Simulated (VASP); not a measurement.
Set up this calculation in VASP 6.6.1, as the native input.

```
Task                   : single point
Functional             : PBE
Potentials or basis    : VASP PAW PBE potentials, release 64 (Sr_sv, Hf_pv)
Cutoff                 : 520 eV
k mesh                 : 3 × 3 × 4
Occupations            : gaussian, width 0.1 eV
Spin                   : no spin polarisation
Dipole correction      : no
Further INCAR settings : ALGO = Fast; EDIFF = 1e-07; NBANDS = 50
```

The structure of Sr3Hf lies in POSCAR:

```
Sr3Hf
1.0
    7.7822789833      0.0000000000      0.0000000000
   -3.8911394917      6.7396512989      0.0000000000
    0.0000000000      0.0000000000      6.1669039653
Sr Hf
6 2
Direct
    0.8248298167      0.6496596335      0.2500000000
    0.1751701833      0.8248298167      0.7500000000
    0.3503403665      0.1751701833      0.2500000000
    0.1751701833      0.3503403665      0.7500000000
    0.8248298167      0.1751701833      0.2500000000
    0.6496596335      0.8248298167      0.7500000000
    0.3333333333      0.6666666667      0.2500000000
    0.6666666667      0.3333333333      0.7500000000
```

The input as run:

INCAR

```
PREC = Accurate
ENCUT = 520
EDIFF = 1E-7
ISMEAR = 0
SIGMA = 0.1
LREAL = False
LASPH = True
NELM = 80
ALGO = Fast
ISIF = 2
LWAVE = False
LCHARG = False
GGA = PE
NBANDS = 50
```

KPOINTS

```
regular mesh
0
Gamma
  3 3 4
```

Potentials or basis: VASP PAW PBE potentials, release 64 (Sr_sv, Hf_pv).

Launch:

```bash
$ cat potpaw_PBE.64/Sr_sv/POTCAR potpaw_PBE.64/Hf_pv/POTCAR > POTCAR
$ mpirun -np 1 vasp_std > vasp.out
```

Results of the run:

```yaml
Pressure: 0.2 GPa
Largest_force: 0.014 eV/Å
Band_gap_on_the_k_mesh: zero (band 40 reaches 2.53 eV, above the bottom of band 41 at 2.20 eV)
```

Caveat: spin-orbit coupling is left out, which moves the levels of the heavy elements.

It took 4.3 min on 1 thread of Intel(R) Xeon(R) Platinum 8559C (Emerald Rapids), on a shared host, peak memory 0.48 GiB.
